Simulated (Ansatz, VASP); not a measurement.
## MoS2: VASP beside Ansatz

File INCAR:

```
SYSTEM = MoS2
PREC = Accurate
ENCUT = 520
EDIFF = 1E-7
ISMEAR = 0
SIGMA = 0.05
LREAL = .False.
LASPH = .True.
NELM = 150
ALGO = Normal
ISIF = 2
LWAVE = .False.
LCHARG = .False.
ISPIN = 2
MAGMOM = 2 2 0 0 0 0
LORBIT = 11
LMAXMIX = 4
LDAU = .True.
LDAUTYPE = 1
LDAUL = 2 -1
LDAUU = 4 0
LDAUJ = 0.9 0
LDAUPRINT = 1
GGA = PE
NBANDS = 39
```

Contents of KPOINTS:

```
Automatic mesh
0
Gamma
  7 7 4
  0 0 0
```

Contents of POSCAR:

```
MoS2
1.0
    1.5814998900      0.9130793900      6.1233282100
   -1.5814998900      0.9130793900      6.1233282100
    0.0000000000     -3.6523175600     12.2466564200
Mo S
2 4
Direct
    0.0000000000      0.0000000000      0.0000000000
    0.0000000000      0.0000000000      0.5000000000
    0.7484000000      0.7484000000      0.3742000000
    0.5849000000      0.5849000000      0.2924500000
    0.7484000000      0.7484000000      0.8742000000
    0.5849000000      0.5849000000      0.7924500000
```

Input for Ansatz:

```yaml
crystal:
  lattice:
    - [1.58149989, 0.91307939, 6.12332821]
    - [-1.58149989, 0.91307939, 6.12332821]
    - [0.0, -3.65231756, 12.24665642]
  atoms:
    - { symbol: Mo, position: [0.0, 0.0, 0.0], spin: 2.0 }
    - { symbol: S, position: [0.7484, 0.7484, 0.3742] }
    - { symbol: S, position: [0.5849, 0.5849, 0.29245] }
    - { symbol: Mo, position: [0.0, 0.0, 0.5], spin: 2.0 }
    - { symbol: S, position: [0.7484, 0.7484, 0.8742] }
    - { symbol: S, position: [0.5849, 0.5849, 0.79245] }
basis:
  ecutwfc: 420
  ecutrho_ratio: 4
kpoints:
  mp_grid: { grid: [7, 7, 4] }
hamiltonian:
  xc: pbe
  hubbard:
    sites:
      - { site: 0, l: d, u: 4.0, j: 0.9 }
      - { site: 3, l: d, u: 4.0, j: 0.9 }
scf:
  occupations: { method: gaussian, width: 0.05 }
  lower_state_search: "off"
  max_iter: 150
output:
  forces: true
  stress: true
  eigenvalues: true
  populations: true
  hubbard: { sites: [{ site: 0, l: d }, { site: 3, l: d }] }
magnetization:
  spin_polarized: true
```

Alike in both runs: task single point; functional PBE; k mesh 7 × 7 × 4; occupations gaussian, width 0.05 eV; collinear spin; Hubbard terms Mo d U = 4.0 eV, J = 0.9 eV.

|  | VASP | Ansatz |
| --- | --- | --- |
| version | VASP 6.6.1 | Ansatz 0.2.0 |
| potentials or method | VASP PAW PBE potentials, release 64 (Mo_sv, S), cutoff 520 eV | scalar-relativistic, plane waves, PAW |
| valence electrons in the cell | 52 | 52 |

|  | VASP | Ansatz | Ansatz less VASP |
| --- | --- | --- | --- |
| gap on the k mesh at the Fermi level (eV) | 0.85 | 0.78 | -0.072 |
| least direct gap on the mesh (eV) | 1.50 | 1.51 | +0.012 |
| pressure (GPa) | 11.0 | 9.2 | -1.79 |
| rms of the force components (eV/Å) | 0.702 | 0.605 | -0.0971 |
| net moment per atom (μB) | 0.00 | 0.00 | 0.000 |

The programs project onto different local orbitals, so the same U acts differently, and such runs can settle in different states. Ansatz's warnings: seeded moment not kept.
